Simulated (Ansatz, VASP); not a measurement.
One calculation of Ge, two programs

```
Ge
1.0
    -2.57449    2.57449    1.39741
     2.57449   -2.57449    1.39741
     2.57449    2.57449   -1.39741
Ge
2
Cartesian
  0.0000 0.0000 1.3974
  2.5745 0.0000 0.6987
```

Alike in both runs: functional LDA; k mesh 8 × 8 × 8; occupations gaussian, width 0.1 eV; non-collinear spin, spin-orbit coupling.

```csv
,VASP,Ansatz
version,VASP 6.6.1,Ansatz 0.2.0
potentials or method,"VASP PAW LDA potentials, release 64 (Ge_d)",Ansatz PAW
plane-wave cutoff (eV),520,420
valence electrons in the cell,28,28
task,single point,band structure
```

|  | VASP | Ansatz | Ansatz less VASP |
| --- | --- | --- | --- |
| pressure (GPa) | -2.6 | -2.6 | -0.04 |
| traceless stress, the component that is largest in VASP (GPa) | 3.21 | 3.20 | -0.011 |
| net moment per atom (μB) | 0.00 | 0.00 | 0.000 |

LDA's correlation is that of Perdew and Zunger in VASP and of Perdew and Wang (1992) in Ansatz.
